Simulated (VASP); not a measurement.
# MgO (P6_3mc) in VASP: further runs

Runs on MgO. Level: PBEsol. Tasks: single point.

All numbers are computed with VASP 6.6.1; they aren't measurements. Logs are shortened: lines on timing, memory, paths and dates and some standing lists are left out, and cuts for length are marked.

## Step 1: The cell of the first run

The structure is hexagonal, space group P6_3mc (No. 186). Conventional cell: a = 3.308 Å, b = 3.308 Å, c = 4.983 Å, α = 90.00°, β = 90.00°, γ = 120.00°. Within 2.6 Å of Mg (site symmetry 3m) lie 4 O at 1.96 to 2.07 Å. Within 2.6 Å of O (site symmetry 3m) lie 4 Mg at 1.96 to 2.07 Å.

## Step 2: Single point, PBEsol (all Mg atoms moved -0.075 Å, as atom 1 along Cartesian [0 0 1])

INCAR reads:

```
SYSTEM = MgO
ALGO = Normal
EDIFF = 1E-6
ENCUT = 520
GGA = PS
ISIF = 2
ISMEAR = 0
LASPH = .TRUE.
LCHARG = .TRUE.
LELF = .TRUE.
LREAL = .FALSE.
LVHAR = .TRUE.
LWAVE = .FALSE.
NBANDS = 16
NELM = 100
PREC = Accurate
SIGMA = 0.05
```

KPOINTS reads:

```
k-points
0
G
  9 9 6
  0 0 0
```

POSCAR reads:

```
MgO
1.0
    3.3077869865      0.0000000000      0.0000000000
   -1.6538934933      2.8646275606      0.0000000000
    0.0000000000      0.0000000000      4.9828816700
Mg O
2 2
Direct
    0.3333333333      0.6666666667     -0.0128917914
    0.6666666667      0.3333333333      0.4871082086
    0.3333333333      0.6666666667      0.4024402600
    0.6666666667      0.3333333333      0.9024402600
```

Potentials or basis: VASP PAW PBE potentials, release 64 (Mg, O).

Run with:

```
$ cat potpaw_PBE.64/Mg/POTCAR potpaw_PBE.64/O/POTCAR > POTCAR
$ mpirun -np 1 vasp_std > vasp.out
```

OUTCAR:

```text
SYSTEM = MgO
   EDIFF = 1E-6
   ENCUT = 520
   GGA = PS
   ISIF = 2
   ISMEAR = 0
   LASPH = .TRUE.
   LREAL = .FALSE.
   NELM = 100
   PREC = Accurate

 ion  position               nearest neighbor table
   1  0.333  0.667  0.987-   4 1.96   4 1.96   4 1.96   3 2.07   2 3.14   2 3.14   2 3.14   2 3.14
                             2 3.14   2 3.14
   2  0.667  0.333  0.487-   3 1.96   3 1.96   3 1.96   4 2.07   1 3.14   1 3.14   1 3.14   1 3.14
                             1 3.14   1 3.14
   3  0.333  0.667  0.402-   2 1.96   2 1.96   2 1.96   1 2.07
   4  0.667  0.333  0.902-   1 1.96   1 1.96   1 1.96   2 2.07

  LATTYP: Found a hexagonal cell.
 ALAT       =     3.3077869865
 C/A-ratio  =     1.5064094787

  Lattice vectors:

 A1 = (   3.3077869865,   0.0000000000,   0.0000000000)
 A2 = (  -1.6538934933,   2.8646275606,   0.0000000000)
 A3 = (   0.0000000000,   0.0000000000,   4.9828816700)

Analysis of symmetry for initial positions (statically):
=====================================================================
 Subroutine PRICEL returns:
 Original cell was already a primitive cell.

 Routine SETGRP: Setting up the symmetry group for a
 hexagonal supercell.

 Subroutine GETGRP returns: Found 12 space group operations
 (whereof  6 operations were pure point group operations)
 out of a pool of 24 trial point group operations.

The static configuration has the point symmetry C_3v.
 The point group associated with its full space group is C_6v.

Analysis of symmetry for dynamics (positions and initial velocities):
=====================================================================
 Subroutine PRICEL returns:
 Original cell was already a primitive cell.

 Routine SETGRP: Setting up the symmetry group for a
 hexagonal supercell.

 Subroutine GETGRP returns: Found 12 space group operations
 (whereof  6 operations were pure point group operations)
 out of a pool of 24 trial point group operations.

The dynamic configuration has the point symmetry C_3v.
 The point group associated with its full space group is C_6v.

 Subroutine INISYM returns: Found 12 space group operations
 (whereof  6 operations are pure point group operations),
 and found     1 'primitive' translations

----------------------------------------------------------------------------------------

                                     Primitive cell

  volume of cell :      47.2157

  direct lattice vectors                    reciprocal lattice vectors
     3.307786987  0.000000000  0.000000000     0.302316928  0.174542760  0.000000000
    -1.653893493  2.864627561  0.000000000     0.000000000  0.349085519  0.000000000
     0.000000000  0.000000000  4.982881670     0.000000000  0.000000000  0.200687086

  length of vectors
     3.307786987  3.307786987  4.982881670     0.349085519  0.349085519  0.200687086

  position of ions in fractional coordinates (direct lattice)
     0.333333333  0.666666667  0.987108209
     0.666666667  0.333333333  0.487108209
     0.333333333  0.666666667  0.402440260
     0.666666667  0.333333333  0.902440260

  ion indices of the primitive-cell ions
   primitive index   ion index
                 1           1
                 2           2
                 3           3
                 4           4

----------------------------------------------------------------------------------------

 KPOINTS: k-points

Automatic generation of k-mesh.
 Grid dimensions read from file:
 generate k-points for:    9    9    6

 Generating k-lattice:

  Cartesian coordinates                     Fractional coordinates (reciprocal lattice)
     0.033590770  0.019393640  0.000000000     0.111111111 -0.000000000  0.000000000
     0.000000000  0.038787280  0.000000000     0.000000000  0.111111111  0.000000000
     0.000000000  0.000000000  0.033447848     0.000000000  0.000000000  0.166666667

  Length of vectors
     0.038787280  0.038787280  0.033447848

  Shift w.r.t. Gamma in fractional coordinates (k-lattice)
     0.000000000  0.000000000  0.000000000

 Subroutine IBZKPT returns following result:
 ===========================================

 Found     48 irreducible k-points:

 Following reciprocal coordinates:
            Coordinates               Weight
  0.000000  0.000000  0.000000      1.000000
  0.111111  0.000000  0.000000      6.000000
  0.222222  0.000000  0.000000      6.000000
  0.333333  0.000000  0.000000      6.000000
  0.444444  0.000000  0.000000      6.000000
  0.111111  0.111111  0.000000      6.000000
[... 16 lines left out ...]
  0.333333  0.222222  0.166667     24.000000
  0.333333  0.333333  0.166667      4.000000
 [... further k-points ...]
   k-points           NKPTS =     48   k-points in BZ     NKDIM =     48   number of bands    NBANDS=     16
   number of dos      NEDOS =    301   number of ions     NIONS =      4
   total plane-waves  NPLWV =  31360
   dimension x,y,z NGX =    28 NGY =   28 NGZ =   40
   dimension x,y,z NGXF=    56 NGYF=   56 NGZF=   80
   ions per type =               2   2
   NGX,Y,Z   is equivalent  to a cutoff of  14.07, 14.07, 13.35 a.u.
   NGXF,Y,Z  is equivalent  to a cutoff of  28.15, 28.15, 26.69 a.u.
 SYSTEM =  MgO
   PREC   = accura    normal or accurate (medium, high low for compatibility)
   ISTART =      0    job   : 0-new  1-cont  2-samecut
   ICHARG =      2    charge: 1-file 2-atom 10-const
   ISPIN  =      1    spin polarized calculation?
   LNONCOLLINEAR =      F non collinear calculations
   LSORBIT =      F    spin-orbit coupling
   LASPH  =      T    aspherical Exc in radial PAW
   ENCUT  =  520.0 eV  38.22 Ry    6.18 a.u.   6.15  6.15  9.26*2*pi/ulx,y,z
   NELM   =    100;   NELMIN=  2; NELMDL= -5     # of ELM steps
   EDIFF  = 0.1E-05   stopping-criterion for ELM
   LREAL  =      F    real-space projection
   EDIFFG = 0.1E-04   stopping-criterion for IOM
   NSW    =      0    number of steps for IOM
   IBRION =     -1    ionic relax: 0-MD 1-quasi-New 2-CG
   NFREE  =      0    steps in history (QN), initial steepest desc. (CG)
   ISIF   =      2    stress and relaxation
   ISYM   =      2    0-nonsym 1-usesym 2-fastsym
   POTIM  = 0.5000    time-step for ionic-motion
   TEBEG  =    0.0;   TEEND  =   0.0 temperature during run
   PSTRESS=    0.0 pullay stress
   NELECT =      16.0000    total number of electrons
   NUPDOWN=      -1.0000    fix difference up-down
   EMIN   =  10.00;   EMAX   =-10.00  energy-range for DOS
   EFERMI =   0.00;   METHOD = LEGACY
   ISMEAR =     0;   SIGMA  =   0.05  broadening in eV -4-tet -1-fermi 0-gaus
   EFERMI_NEDOS =   21; number of points for ismear=-14 and -15
   IALGO  =     38    algorithm
   IMIX   =      4    mixing-type and parameters
     AMIX     =   0.40;   BMIX     =  1.00
     AMIX_MAG =   1.60;   BMIX_MAG =  1.00
  volume/ion in A,a.u.               =      11.80        79.66
  Fermi-wavevector in a.u.,A,eV,Ry     =   1.141351  2.156842 17.724080  1.302683
  Thomas-Fermi vector in A             =   2.278052
   LORBIT       =      0    0 simple, 1 ext, 2 COOP (PROOUT), +10 PAW based schemes
   GGA     = PS    functional components
   LHFCALC =     F    Hartree Fock is set to
   AEXX    =    0.0000 exact exchange contribution
   IVDW    =     0    specifies the selected vdW correction
   LEPSILON=     F    determine dielectric tensor
   LRPA    =     F    only Hartree local field effects (RPA)
 non-spin polarized calculation
 Gauss-broadening in eV      SIGMA  =   0.05
  energy-cutoff  :      520.00
  volume of cell :       47.22
 maximum number of plane-waves:      1303
 NGX is ok and might be reduce to    28
   NGX = 13   NGY = 13   NGZ = 19

 number of electron      15.9999997 magnetization

 Free energy of the ion-electron system (eV)
  ---------------------------------------------------
  ext. energy  EPLUGINS =         0.00000000
  ---------------------------------------------------
  free energy    TOTEN  =       -24.51822306 eV

  energy without entropy =      -24.51822306  energy(sigma->0) =      -24.51822306

 E-fermi :   1.3400     XC(G=0):  -9.9829

 val. band max:        1.1427245789   @ k =   0.0000   0.0000   0.0000
 cond. band min:       4.3739184906   @ k =   0.0000   0.0000   0.0000
 fundamental gap:      3.2311939117
 Fermi energy:         1.3400003379

 k-point     1 :       0.0000    0.0000    0.0000
  band No.  band energies     occupation
      1     -15.1606      2.00000
      2     -14.3288      2.00000
      3      -2.2968      2.00000
      4       0.1968      2.00000
      5       0.1968      2.00000
      6       0.5541      2.00000
[... 8 lines left out ...]
     15      17.3260      0.00000
     16      17.3260      0.00000

 k-point     2 :       0.1111    0.0000    0.0000
  band No.  band energies     occupation
      1     -15.0972      2.00000
      2     -14.3077      2.00000
      3      -2.1756      2.00000
      4      -0.1017      2.00000
      5       0.1169      2.00000
      6       0.1848      2.00000
[... 8 lines left out ...]
     15      16.9539      0.00000
     16      17.2120      0.00000

 k-point     3 :       0.2222    0.0000    0.0000
  band No.  band energies     occupation
      1     -14.9273      2.00000
      2     -14.2604      2.00000
      3      -1.8330      2.00000
      4      -0.8938      2.00000
      5      -0.3688      2.00000
      6      -0.0515      2.00000
[... 8 lines left out ...]
     15      15.8204      0.00000
     16      16.2513      0.00000

 k-point     4 :       0.3333    0.0000    0.0000
  band No.  band energies     occupation
      1     -14.7068      2.00000
      2     -14.2262      2.00000
      3      -1.6559      2.00000
      4      -1.3268      2.00000
      5      -0.8506      2.00000
      6      -0.2137      2.00000
[... 8 lines left out ...]
     15      15.1593      0.00000
     16      16.4598      0.00000

 k-point     5 :       0.4444    0.0000    0.0000
  band No.  band energies     occupation
      1     -14.5266      2.00000
      2     -14.2352      2.00000
      3      -2.0791      2.00000
      4      -1.1537      2.00000
      5      -0.8248      2.00000
      6      -0.3096      2.00000
[... 8 lines left out ...]
     15      14.8380      0.00000
     16      16.7737      0.00000

 k-point     6 :       0.1111    0.1111    0.0000
  band No.  band energies     occupation
      1     -14.9807      2.00000
      2     -14.2736      2.00000
      3      -1.9434      2.00000
      4      -0.5640      2.00000
      5      -0.4050      2.00000
      6       0.1309      2.00000
[... 8 lines left out ...]
     15      15.8752      0.00000
     16      16.5779      0.00000
[... 267 lines left out ...]
 k-point    21 :       0.4444    0.1111    0.1667
  band No.  band energies     occupation
      1     -14.4537      2.00000
      2     -14.2586      2.00000
      3      -2.1230      2.00000
      4      -1.3738      2.00000
      5      -0.6622      2.00000
      6      -0.2435      2.00000
[... 8 lines left out ...]
     15      14.6231      0.00000
     16      16.8248      0.00000

 k-point    22 :       0.2222    0.2222    0.1667
  band No.  band energies     occupation
      1     -14.5714      2.00000
      2     -14.2458      2.00000
      3      -1.6716      2.00000
      4      -1.5064      2.00000
      5      -0.5002      2.00000
      6      -0.4750      2.00000
[... 8 lines left out ...]
     15      14.5964      0.00000
     16      17.3511      0.00000

 k-point    23 :       0.3333    0.2222    0.1667
  band No.  band energies     occupation
      1     -14.4219      2.00000
      2     -14.2620      2.00000
      3      -1.8734      2.00000
      4      -1.3201      2.00000
      5      -0.8949      2.00000
      6      -0.2290      2.00000
[... 8 lines left out ...]
     15      14.3395      0.00000
     16      17.3650      0.00000

 k-point    24 :       0.3333    0.3333    0.1667
  band No.  band energies     occupation
      1     -14.3190      2.00000
      2     -14.3190      2.00000
      3      -1.7280      2.00000
      4      -1.1984      2.00000
      5      -1.1984      2.00000
      6      -0.4078      2.00000
[... 8 lines left out ...]
     15      14.2124      0.00000
     16      18.3064      0.00000

 [... further k-points ...]

------------------------ aborting loop because EDIFF is reached ----------------------------------------

  FORCE on cell =-STRESS in cart. coord.  units (eV):
  Direction    XX          YY          ZZ          XY          YZ          ZX
  --------------------------------------------------------------------------------------
  -------------------------------------------------------------------------------------
  Total        0.6399900      0.6399900     -1.3760503     -0.0000000      0.0000000      0.0000000
  in kB       21.7168824     21.7168824    -46.6937355     -0.0000000      0.0000000      0.0000000
  external PRESSURE =      -1.0866569 kB  Pullay stress =       0.0000000 kB

 VOLUME and BASIS-vectors are now :
 -----------------------------------------------------------------------------
  energy-cutoff  :      520.00
  volume of cell :       47.22
      direct lattice vectors                 reciprocal lattice vectors
     3.307786987  0.000000000  0.000000000     0.302316928  0.174542760  0.000000000
    -1.653893493  2.864627561  0.000000000     0.000000000  0.349085519  0.000000000
     0.000000000  0.000000000  4.982881670     0.000000000  0.000000000  0.200687086

 POSITION                                       TOTAL-FORCE (eV/Angst)
 -----------------------------------------------------------------------------------
     -0.00000      1.90975      4.91864        -0.000000     -0.000000      0.379031
      1.65389      0.95488      2.42720         0.000000     -0.000000      0.379031
     -0.00000      1.90975      2.00531         0.000000     -0.000000     -0.379031
      1.65389      0.95488      4.49675        -0.000000      0.000000     -0.379031
 -----------------------------------------------------------------------------------
    total drift:                               -0.000000     -0.000000      0.000756

  FREE ENERGIE OF THE ION-ELECTRON SYSTEM (eV)
  ---------------------------------------------------
  free  energy   TOTEN  =       -24.5182230571 eV

  energy  without entropy=      -24.5182230571  energy(sigma->0) =      -24.51822306
```

Run time: 36 s. Hardware: 1 thread of Intel Xeon 8259CL, shared host; peak memory 0.19 GiB.

Results:

| Property | Result |
| --- | --- |
| Free energy | -24.5182 eV |
| Pressure | -0.1 GPa |
| Largest force | 0.379 eV/Å |
| Band gap on the k mesh | 3.23 eV |

Forces on the atoms (eV/Å):
```
Mg   0.000  0.000  0.379
Mg   0.000  0.000  0.379
O    0.000  0.000 -0.379
O    0.000  0.000 -0.379
```

Levels at points of the mesh, in eV from the valence-band top:
| k point | band 6 | band 7 | band 8 | band 9 | band 10 | band 11 |
| --- | --- | --- | --- | --- | --- | --- |
| (0.00, 0.00, 0.00) | -0.59 | -0.59 | 0.00 | 3.23 | 8.42 | 10.13 |
| (0.00, 0.00, 0.50) | -0.77 | -0.77 | -0.77 | 5.83 | 5.83 | 12.97 |

Caveat: the cell differs from its parent crystal (all Mg atoms moved -0.075 Å, as atom 1 along Cartesian [0 0 1]); the PAW data sets were made with another functional, which shifts forces and pressure a little; an odd mesh through Γ misses points on the zone boundary, where band edges can lie.

(Continued in part 2 of 2.)
